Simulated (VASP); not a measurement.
Runs of VASP 6.6.1 on NiO. Symmetry: Fm-3m, No. 225, cubic system. The conventional cell has a = 4.172 Å, b = 4.172 Å, c = 4.172 Å, α = 90.00°, β = 90.00°, γ = 90.00°. Ni (site symmetry m-3m) has 6 O at 2.09 Å within 2.8 Å. O (site symmetry m-3m) has 6 Ni at 2.09 Å within 2.8 Å. 

| fixed moment (μB) | pressure (GPa) | moment (μB) |
| --- | --- | --- |
| 0.6 | -1.0 | 0.60 |
| 1.5 | (b) | 1.50 |
| 1.2 | 1.6 | 1.20 |
| 0.3 | -1.5 | 0.30 |
| 1.8 | (a) | 1.80 |

Alike in all rows: task single point; level PBE; potentials or basis VASP PAW PBE potentials, release 64 (Ni, O); spin collinear, ferromagnetic start; cell as given; k mesh 12 × 12 × 12; cutoff (eV) 600; smearing fermi-dirac 0.1 eV.

**Question.** Fill in the values left out.

**Answer.** (a) 6.3; (b) 3.5.

Caveats: the total moment is fixed, so each spin has its own Fermi level; a cell with one magnetic atom can't hold antiferromagnetic order, which such compounds often take (some runs).
